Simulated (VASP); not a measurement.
Input of a VASP 6.6.1 run:

The input INCAR:

```
  PREC = Accurate
  ENCUT = 520
  EDIFF = 1E-6
  ISMEAR = -1
  SIGMA = 0.05
  LREAL = False
  LASPH = True
  NELM = 150
  ALGO = Normal
  ISIF = 2
  LWAVE = False
  LCHARG = False
  ISPIN = 2
  MAGMOM = 3.8 0
  LORBIT = 11
  NUPDOWN = 3.8
  LMAXMIX = 4
  GGA = PE
  NBANDS = 18
```

The input KPOINTS:

```
Automatic mesh
0
Gamma
  10 10 10
```

The input POSCAR:

```
FeO
1.0
   -1.6021034130      1.6021034130      2.0833922500
    1.6021034130     -1.6021034130      2.0833922500
    1.6021034130      1.6021034130     -2.0833922500
Fe O
1 1
Direct
    0.0000000000      0.0000000000      0.0000000000
    0.5000000000      0.5000000000      0.0000000000
```

Potentials or basis: VASP PAW PBE potentials, release 64 (Fe, O).

The run is started by

```bash
$ cat potpaw_PBE.64/Fe/POTCAR potpaw_PBE.64/O/POTCAR > POTCAR
$ mpirun -np 1 vasp_std > vasp.out
```

Estimate the pressure.

-10.9 GPa.

Stress tensor (GPa, compression positive):
```
-11.70   0.00   0.00
  0.00 -11.70   0.00
  0.00   0.00  -9.40
```

Caveat: the cell stands under tension; the total moment is fixed, so each spin has its own Fermi level; a cell with one magnetic atom can't hold antiferromagnetic order, which such compounds often take.
